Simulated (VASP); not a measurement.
BaOs:

```
Ba Os
1.0
     3.72797    0.00000    0.00000
     0.00000    3.72797    0.00000
     0.00000    0.00000    3.72797
Ba Os
1 1
Direct
  0.00000 0.00000 0.00000
  0.50000 0.50000 0.50000
```

Base run:

```yaml
Program: VASP 6.6.1
Functional: PBE
Potentials_or_basis: VASP PAW PBE potentials, release 64 (Ba_sv, Os)
Cutoff: 520 eV
k_mesh: 8 × 8 × 8
Occupations: gaussian, width 0.05 eV
Spin: no spin polarisation
```

Its results: band gap on the k mesh zero (bands 9 and 10 overlap by 1.19 eV); pressure 1.8 GPa.

Question: After a change of settings the same cell gave: band gap on the k mesh zero (bands 9 and 10 overlap by 1.16 eV); pressure -2.3 GPa. Which change was it?
A. functional from PBE to r2SCAN; further incar settings from ALGO = Normal; EDIFF = 1e-07; NBANDS = 16 to ALGO = Normal; EDIFF = 1e-06; NBANDS = 16
B. functional from PBE to RPBE; further incar settings from ALGO = Normal; EDIFF = 1e-07; NBANDS = 16 to ALGO = Normal; EDIFF = 1e-06; NBANDS = 16
C. functional from PBE to PBEsol
D. occupations from gaussian, width 0.05 eV to tetrahedron; further incar settings from ALGO = Normal; EDIFF = 1e-07; NBANDS = 16 to ALGO = Normal; EDIFF = 1e-06; NBANDS = 16

Answer: C.

PBEsol binds more tightly than PBE, so the same cell stands under less pressure.

Caveats: spin-orbit coupling is left out, which moves the levels of the heavy elements; the PAW data sets were made with another functional, which shifts forces and pressure a little (at least some runs).
